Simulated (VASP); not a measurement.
# Ag (Cmcm) in VASP: further runs, part 2 of 2

VASP 6.6.1.

## Step 3: Single point, r2SCAN (strain +0.0300 x Voigt [0, 1, 0, 0, 0, 0])

The input, POSCAR:

```
Ag
1.0
    2.9299980804      0.0000000000      0.0000000000
   -1.4649990402      2.6135763538      0.0000000000
    0.0000000000      0.0000000000      4.7900000000
Ag
2
Direct
    0.3333333333      0.6666666667      0.2500000000
    0.6666666667      0.3333333333      0.7500000000
```

The input, INCAR.step1:

```
SYSTEM = Ag
ALGO = Normal
EDIFF = 1E-4
ENCUT = 520
GGA = PE
ISMEAR = 0
LASPH = .True.
LCHARG = .False.
LREAL = .False.
LWAVE = .True.
NBANDS = 18
NELM = 100
PREC = Accurate
SIGMA = 0.15
```

The input, INCAR.step2:

```
SYSTEM = Ag
ALGO = Normal
EDIFF = 1E-6
ENCUT = 520
ISIF = 2
ISMEAR = 0
ISTART = 1
LASPH = .True.
LCHARG = .False.
LMIXTAU = .True.
LREAL = .False.
LWAVE = .False.
METAGGA = R2SCAN
NBANDS = 18
NELM = 100
PREC = Accurate
SIGMA = 0.15
```

The input, KPOINTS:

```
k-points
0
Gamma
  18 18 10
  0 0 0
```

Potentials or basis: VASP PAW PBE potentials, release 64 (Ag).

On the command line:

```bash
cat potpaw_PBE.64/Ag/POTCAR > POTCAR
cp INCAR.step1 INCAR
mpirun -np 1 vasp_std > vasp.out
cp INCAR.step2 INCAR
mpirun -np 1 vasp_std > vasp.out
```

OUTCAR:

```text
SYSTEM = Ag
   EDIFF = 1E-6
   ENCUT = 520
   ISIF = 2
   ISMEAR = 0
   ISTART = 1
   LASPH = .True.
   LREAL = .False.
   METAGGA = R2SCAN
   NELM = 100
   PREC = Accurate

 ion  position               nearest neighbor table
   1  0.333  0.667  0.250-   2 2.94   2 2.94   2 2.94   2 2.94   2 2.96   2 2.96
   2  0.667  0.333  0.750-   1 2.94   1 2.94   1 2.94   1 2.94   1 2.96   1 2.96

  LATTYP: Found a base centered orthorhombic cell.
 ALAT       =     2.9299980804
 B/A-ratio  =     1.7840123318
 C/A-ratio  =     1.6348133577

  Lattice vectors:

 A1 = (   1.4649990402,  -2.6135763538,   0.0000000000)
 A2 = (   1.4649990402,   2.6135763538,   0.0000000000)
 A3 = (   0.0000000000,   0.0000000000,   4.7900000000)

Analysis of symmetry for initial positions (statically):
=====================================================================
 Subroutine PRICEL returns:
 Original cell was already a primitive cell.

 Routine SETGRP: Setting up the symmetry group for a
 base centered orthorhombic supercell.

 Subroutine GETGRP returns: Found  8 space group operations
 (whereof  4 operations were pure point group operations)
 out of a pool of  8 trial point group operations.

The static configuration has the point symmetry C_2h.
 The point group associated with its full space group is D_2h.

Analysis of symmetry for dynamics (positions and initial velocities):
=====================================================================
 Subroutine PRICEL returns:
 Original cell was already a primitive cell.

 Routine SETGRP: Setting up the symmetry group for a
 base centered orthorhombic supercell.

 Subroutine GETGRP returns: Found  8 space group operations
 (whereof  4 operations were pure point group operations)
 out of a pool of  8 trial point group operations.

The dynamic configuration has the point symmetry C_2h.
 The point group associated with its full space group is D_2h.

 Subroutine INISYM returns: Found  8 space group operations
 (whereof  4 operations are pure point group operations),
 and found     1 'primitive' translations

----------------------------------------------------------------------------------------

                                     Primitive cell

  volume of cell :      36.6807

  direct lattice vectors                    reciprocal lattice vectors
     2.929998080  0.000000000  0.000000000     0.341297152  0.191308740  0.000000000
    -1.464999040  2.613576354  0.000000000     0.000000000  0.382617481  0.000000000
     0.000000000  0.000000000  4.790000000     0.000000000  0.000000000  0.208768267

  length of vectors
     2.929998080  2.996164806  4.790000000     0.391257946  0.382617481  0.208768267

  position of ions in fractional coordinates (direct lattice)
     0.333333333  0.666666667  0.250000000
     0.666666667  0.333333333  0.750000000

  ion indices of the primitive-cell ions
   primitive index   ion index
                 1           1
                 2           2

----------------------------------------------------------------------------------------

 KPOINTS: k-points

Automatic generation of k-mesh.
 Grid dimensions read from file:
 generate k-points for:   18   18   10

 Generating k-lattice:

  Cartesian coordinates                     Fractional coordinates (reciprocal lattice)
     0.018960953  0.010628263  0.000000000     0.055555556  0.000000000  0.000000000
     0.000000000  0.021256527  0.000000000     0.000000000  0.055555556  0.000000000
     0.000000000  0.000000000  0.020876827     0.000000000  0.000000000  0.100000000

  Length of vectors
     0.021736553  0.021256527  0.020876827

  Shift w.r.t. Gamma in fractional coordinates (k-lattice)
     0.000000000  0.000000000  0.000000000

 Subroutine IBZKPT returns following result:
 ===========================================

 Found    546 irreducible k-points:

 Following reciprocal coordinates:
            Coordinates               Weight
  0.000000  0.000000  0.000000      1.000000
  0.055556  0.000000  0.000000      4.000000
  0.111111  0.000000  0.000000      4.000000
  0.166667 -0.000000  0.000000      4.000000
  0.222222 -0.000000  0.000000      4.000000
  0.277778  0.000000  0.000000      4.000000
[... 16 lines left out ...]
 -0.333333  0.055556  0.000000      4.000000
 -0.277778  0.055556  0.000000      4.000000
 [... further k-points ...]
   k-points           NKPTS =    546   k-points in BZ     NKDIM =    546   number of bands    NBANDS=     18
   number of dos      NEDOS =    301   number of ions     NIONS =      2
   total plane-waves  NPLWV =  20736
   dimension x,y,z NGX =    24 NGY =   24 NGZ =   36
   dimension x,y,z NGXF=    48 NGYF=   48 NGZF=   72
   ions per type =               2
   NGX,Y,Z   is equivalent  to a cutoff of  13.62, 13.32, 12.49 a.u.
   NGXF,Y,Z  is equivalent  to a cutoff of  27.23, 26.63, 24.99 a.u.
 SYSTEM =  Ag
   PREC   = accura    normal or accurate (medium, high low for compatibility)
   ISTART =      1    job   : 0-new  1-cont  2-samecut
   ICHARG =      0    charge: 1-file 2-atom 10-const
   ISPIN  =      1    spin polarized calculation?
   LNONCOLLINEAR =      F non collinear calculations
   LSORBIT =      F    spin-orbit coupling
   LASPH  =      T    aspherical Exc in radial PAW
   ENCUT  =  520.0 eV  38.22 Ry    6.18 a.u.   5.45  5.57  8.91*2*pi/ulx,y,z
   NELM   =    100;   NELMIN=  2; NELMDL=  0     # of ELM steps
   EDIFF  = 0.1E-05   stopping-criterion for ELM
   LREAL  =      F    real-space projection
   EDIFFG = 0.1E-04   stopping-criterion for IOM
   NSW    =      0    number of steps for IOM
   IBRION =     -1    ionic relax: 0-MD 1-quasi-New 2-CG
   NFREE  =      0    steps in history (QN), initial steepest desc. (CG)
   ISIF   =      2    stress and relaxation
   ISYM   =      2    0-nonsym 1-usesym 2-fastsym
   POTIM  = 0.5000    time-step for ionic-motion
   TEBEG  =    0.0;   TEEND  =   0.0 temperature during run
   PSTRESS=    0.0 pullay stress
   NELECT =      22.0000    total number of electrons
   NUPDOWN=      -1.0000    fix difference up-down
   EMIN   =  10.00;   EMAX   =-10.00  energy-range for DOS
   EFERMI =   0.00;   METHOD = LEGACY
   ISMEAR =     0;   SIGMA  =   0.15  broadening in eV -4-tet -1-fermi 0-gaus
   EFERMI_NEDOS =   21; number of points for ismear=-14 and -15
   IALGO  =     38    algorithm
   IMIX   =      4    mixing-type and parameters
     AMIX     =   0.40;   BMIX     =  1.00
     AMIX_MAG =   1.60;   BMIX_MAG =  1.00
  volume/ion in A,a.u.               =      18.34       123.77
  Fermi-wavevector in a.u.,A,eV,Ry     =   1.380606  2.608967 25.933691  1.906073
  Thomas-Fermi vector in A             =   2.505467
   LORBIT       =      0    0 simple, 1 ext, 2 COOP (PROOUT), +10 PAW based schemes
   METAGGA = R2SCAN    functional components
   LHFCALC =     F    Hartree Fock is set to
   AEXX    =    0.0000 exact exchange contribution
   IVDW    =     0    specifies the selected vdW correction
   LEPSILON=     F    determine dielectric tensor
   LRPA    =     F    only Hartree local field effects (RPA)
 non-spin polarized calculation
 Gauss-broadening in eV      SIGMA  =   0.15
  energy-cutoff  :      520.00
  volume of cell :       36.68
 maximum number of plane-waves:      1014
 NGX is ok and might be reduce to    24
   NGX = 11   NGY = 11   NGZ = 17

 number of electron      21.9999997 magnetization

 Free energy of the ion-electron system (eV)
  ---------------------------------------------------
  ext. energy  EPLUGINS =         0.00000000
  ---------------------------------------------------
  free energy    TOTEN  =       -42.67298625 eV

  energy without entropy =      -42.66627263  energy(sigma->0) =      -42.66962944

 E-fermi :   7.4923     XC(G=0): -12.4646

 val. band max:        7.4913578166   @ k =  -0.4444   0.1111   0.5000
 cond. band min:       7.4963583936   @ k =   0.4444   0.0556   0.2000
 fundamental gap:      0.0050005770
 Fermi energy:         7.4923020333

 k-point     1 :       0.0000    0.0000    0.0000
  band No.  band energies     occupation
      1       0.0488      2.00000
      2       1.1887      2.00000
      3       2.5458      2.00000
      4       2.6215      2.00000
      5       2.7813      2.00000
      6       2.7866      2.00000
[... 10 lines left out ...]
     17      25.6655      0.00000
     18      25.6772      0.00000
[... 466 lines left out ...]
      2       1.6505      2.00000
      3       2.2860      2.00000
      4       2.4220      2.00000
      5       2.7276      2.00000
      6       2.8173      2.00000
[... 10 lines left out ...]
     17      23.6285      0.00000
     18      24.7117      0.00000

 [... further k-points ...]

------------------------ aborting loop because EDIFF is reached ----------------------------------------

  FORCE on cell =-STRESS in cart. coord.  units (eV):
  Direction    XX          YY          ZZ          XY          YZ          ZX
  --------------------------------------------------------------------------------------
  -------------------------------------------------------------------------------------
  Total       -0.9971899     -1.3832955     -0.9274236      0.0000000     -0.0000000      0.0000000
  in kB      -43.5562419    -60.4209420    -40.5089203      0.0000000     -0.0000000      0.0000000
  external PRESSURE =     -48.1620347 kB  Pullay stress =       0.0000000 kB

 VOLUME and BASIS-vectors are now :
 -----------------------------------------------------------------------------
  energy-cutoff  :      520.00
  volume of cell :       36.68
      direct lattice vectors                 reciprocal lattice vectors
     2.929998080  0.000000000  0.000000000     0.341297152  0.191308740  0.000000000
    -1.464999040  2.613576354  0.000000000     0.000000000  0.382617481  0.000000000
     0.000000000  0.000000000  4.790000000     0.000000000  0.000000000  0.208768267

 POSITION                                       TOTAL-FORCE (eV/Angst)
 -----------------------------------------------------------------------------------
     -0.00000      1.74238      1.19750         0.000000      0.027699     -0.000000
      1.46500      0.87119      3.59250         0.000000     -0.027699      0.000000
 -----------------------------------------------------------------------------------
    total drift:                               -0.000000      0.000000     -0.000000

  FREE ENERGIE OF THE ION-ELECTRON SYSTEM (eV)
  ---------------------------------------------------
  free  energy   TOTEN  =       -42.6729862460 eV

  energy  without entropy=      -42.6662726292  energy(sigma->0) =      -42.66962944
```

OSZICAR.step1:

```text
N       E                     dE             d eps       ncg     rms          rms(c)
DAV:   1     0.123815722867E+03    0.12382E+03   -0.11688E+04 19656   0.121E+03
DAV:   2    -0.386945172494E+01   -0.12769E+03   -0.12098E+03 20360   0.263E+02
DAV:   3    -0.587063178951E+01   -0.20012E+01   -0.19944E+01 22554   0.373E+01
DAV:   4    -0.587672483293E+01   -0.60930E-02   -0.60925E-02 21734   0.203E+00
DAV:   5    -0.587677652403E+01   -0.51691E-04   -0.51691E-04 21472   0.200E-01    0.612E+00
DAV:   6    -0.543455091903E+01    0.44223E+00   -0.11510E+00 20432   0.113E+01    0.412E+00
DAV:   7    -0.542362784897E+01    0.10923E-01   -0.12560E-02 21136   0.101E+00    0.239E+00
DAV:   8    -0.541917234676E+01    0.44555E-02   -0.11071E-03 20538   0.285E-01    0.954E-02
DAV:   9    -0.541918840113E+01   -0.16054E-04   -0.16659E-05 12432   0.312E-02
   1 F= -.54191884E+01 E0= -.54156470E+01  d E =-.708271E-02
```

Run time: 14 min. Hardware: 1 thread of Oxide Virtual Turin-like, shared host; peak memory 0.36 GiB.

What came out:

```yaml
Free_energy: -42.6730 eV
Pressure: -4.8 GPa
Largest_force: 0.028 eV/Å
Band_gap_on_the_k_mesh: zero (band 11 reaches 11.45 eV, above the bottom of band 12 at 3.84 eV)
```

Forces on the atoms (eV/Å):
```
Ag   0.000  0.028  0.000
Ag   0.000 -0.028  0.000
```

Stress tensor (GPa, compression positive):
```
-4.36  0.00  0.00
 0.00 -6.04  0.00
 0.00  0.00 -4.05
```

Caveat: the cell differs from its parent crystal (strain +0.0300 x Voigt [0, 1, 0, 0, 0, 0]); the PAW data sets were made with another functional, which shifts forces and pressure a little.

## Step 4: Single point, r2SCAN (strain +0.0600 x Voigt [0, 1, 0, 0, 0, 0])

The input, POSCAR:

```
Ag
1.0
    2.9299980804      0.0000000000      0.0000000000
   -1.4649990402      2.6896999369      0.0000000000
    0.0000000000      0.0000000000      4.7900000000
Ag
2
Direct
    0.3333333333      0.6666666667      0.2500000000
    0.6666666667      0.3333333333      0.7500000000
```

The input, INCAR.step1:

```
ALGO = Normal
EDIFF = 1E-4
ENCUT = 520
GGA = PE
ISMEAR = 0
LASPH = True
LCHARG = False
LREAL = False
LWAVE = True
NBANDS = 18
NELM = 80
PREC = Accurate
SIGMA = 0.15
```

The input, INCAR.step2:

```
ALGO = Normal
EDIFF = 1E-6
ENCUT = 520
ISIF = 2
ISMEAR = 0
ISTART = 1
LASPH = True
LCHARG = False
LMIXTAU = True
LREAL = False
LWAVE = False
METAGGA = R2SCAN
NBANDS = 18
NELM = 80
PREC = Accurate
SIGMA = 0.15
```

The input, KPOINTS:

```
k-points
0
Gamma
  18 18 10
```

On the command line:

```bash
cat potpaw_PBE.64/Ag/POTCAR > POTCAR
cp INCAR.step1 INCAR
mpirun -np 1 vasp_std > vasp.out
cp INCAR.step2 INCAR
mpirun -np 1 vasp_std > vasp.out
```

Run time: 32 min. Hardware: 1 thread of Oxide Virtual Turin-like, shared host; peak memory 0.37 GiB.

The run converged. Its results:

* Free energy: -42.6236 eV
* Pressure: -6.6 GPa
* Largest force: 0.054 eV/Å
* Band gap on the k mesh: zero (band 11 reaches 10.92 eV, above the bottom of band 12 at 3.54 eV)

Forces in eV/Å, atoms in the order of the input:
```
Ag   0.000  0.054  0.000
Ag   0.000 -0.054  0.000
```

Stress tensor (GPa, compression positive):
```
-5.68  0.00  0.00
 0.00 -8.69  0.00
 0.00  0.00 -5.39
```

Levels at points of the mesh, in eV from the Fermi level:
```csv
k point,band 8,band 9,band 10,band 11,band 12,band 13,band 14,band 15
"(0.00, 0.00, 0.00)",-4.36,-4.32,-3.45,-3.36,0.09,3.47,15.20,17.12
"(0.50, 0.00, 0.00)",-3.35,-3.23,-3.21,0.18,1.38,7.03,7.26,9.18
"(0.00, 0.50, 0.00)",-3.41,-3.27,-3.18,-0.25,0.76,6.52,6.68,8.58
"(0.00, 0.00, 0.50)",-4.41,-3.72,-3.72,-3.62,-3.62,11.32,11.32,15.70
"(0.50, 0.00, 0.50)",-3.46,-3.22,-3.22,1.04,1.04,4.30,4.30,12.59
"(0.00, 0.50, 0.50)",-3.44,-3.31,-3.31,0.59,0.59,3.58,3.58,14.07
```

Caveat: the cell differs from its parent crystal (strain +0.0600 x Voigt [0, 1, 0, 0, 0, 0]); the PAW data sets were made with another functional, which shifts forces and pressure a little.

## Step 5: The runs side by side

| cell | gap on the mesh (eV) | pressure (GPa) | largest force (eV/Å) |
| --- | --- | --- | --- |
| a = 2.930, b = 2.963, c = 4.790 Å, angles 90.0, 90.0, 119.6°, 2 atoms | none | -3.7 | 0.01 |
| a = 2.930, b = 2.996, c = 4.790 Å, angles 90.0, 90.0, 119.3°, 2 atoms | none | -4.8 | 0.03 |
| a = 2.930, b = 3.063, c = 4.790 Å, angles 90.0, 90.0, 118.6°, 2 atoms | none | -6.6 | 0.05 |

Alike in all rows: task single point; level r2SCAN; potentials or basis VASP PAW PBE potentials, release 64 (Ag); no spin polarisation; k mesh 18 × 18 × 10; cutoff (eV) 520; smearing gaussian 0.15 eV.

Caveats: the PAW data sets were made with another functional, which shifts forces and pressure a little.

Absolute energies hang on the potentials; compare differences alone.
